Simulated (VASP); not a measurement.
MoS2:

```
Mo S
1.0
     1.57486    0.90925    6.07396
    -1.57486    0.90925    6.07396
     0.00000   -1.81849    6.07396
Mo S
1 2
Direct
  0.00000 0.00000 0.00000
  0.25000 0.25000 0.25000
  0.75000 0.75000 0.75000
```

This cell differs from its parent crystal: volume scaled by 0.98.

Base run:

```yaml
Program: VASP 6.6.1
Functional: PBEsol
Potentials_or_basis: VASP PAW PBE potentials, release 64 (Mo_sv, S)
Cutoff: 520 eV
k_mesh: 10 × 10 × 10
Occupations: fermi-dirac, width 0.05 eV
Spin: no spin polarisation
```

Its results: band gap on the k mesh zero (band 13 reaches 8.24 eV, above the bottom of band 14 at 7.65 eV); pressure 6.2 GPa; largest force 1.135 eV/Å.

Task: The run is repeated on the same cell with these changes: functional from PBEsol to LDA; potentials or basis from VASP PAW PBE potentials, release 64 (Mo_sv, S) to VASP PAW LDA potentials, release 64 (Mo_sv, S). What comes out?

Result: Band gap on the k mesh zero (band 13 reaches 8.17 eV, above the bottom of band 14 at 7.59 eV); pressure 3.4 GPa; largest force 0.963 eV/Å.

Caveats: the PAW data sets were made with another functional, which shifts forces and pressure a little (some runs).
